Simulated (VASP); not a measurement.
Here is a VASP 6.6.1 calculation.

Contents of INCAR:

```
PREC = Accurate ; ENCUT = 500
EDIFF = 1E-6 ; ISMEAR = 0
SIGMA = 0.01 ; LREAL = False
LASPH = True ; NELM = 200
ALGO = Normal ; ISIF = 2
LWAVE = False ; LCHARG = False
LNONCOLLINEAR = True ; MAGMOM = 0 0 0 0 0 0 0 0 0
LORBIT = 11 ; LSORBIT = True
GGA_COMPAT = False ; LORBMOM = True
GGA = PE ; NBANDS = 39
```

Contents of KPOINTS:

```
Automatic mesh
0
Gamma
  12 12 4
```

POSCAR

```
SnS2
1.0
    3.6607548066      0.0000000000      0.0000000000
   -1.8303774033      3.1703066595      0.0000000000
    0.0000000000      0.0000000000      5.9617808738
Sn S
1 2
Direct
    0.0000000000      0.0000000000      0.0000000000
    0.3333333333      0.6666666667      0.2455905351
    0.6666666667      0.3333333333      0.7544094649
```

Potentials or basis: VASP PAW PBE potentials, release 64 (Sn_d, S).

Launch:

```bash
$ cat potpaw_PBE.64/Sn_d/POTCAR potpaw_PBE.64/S/POTCAR > POTCAR
$ mpirun -np 1 vasp_ncl > vasp.out
```

(1) What does it give for the pressure?

(2) What does it give for the largest force?

(3) Estimate the net moment.

Answers

(1) 3.0 GPa.

(2) 0.213 eV/Å.

(3) 0.00 μB per cell.

Caveat: this functional lacks dispersion, which binds the layers, so the pressure and a relaxed spacing across them are unreliable.
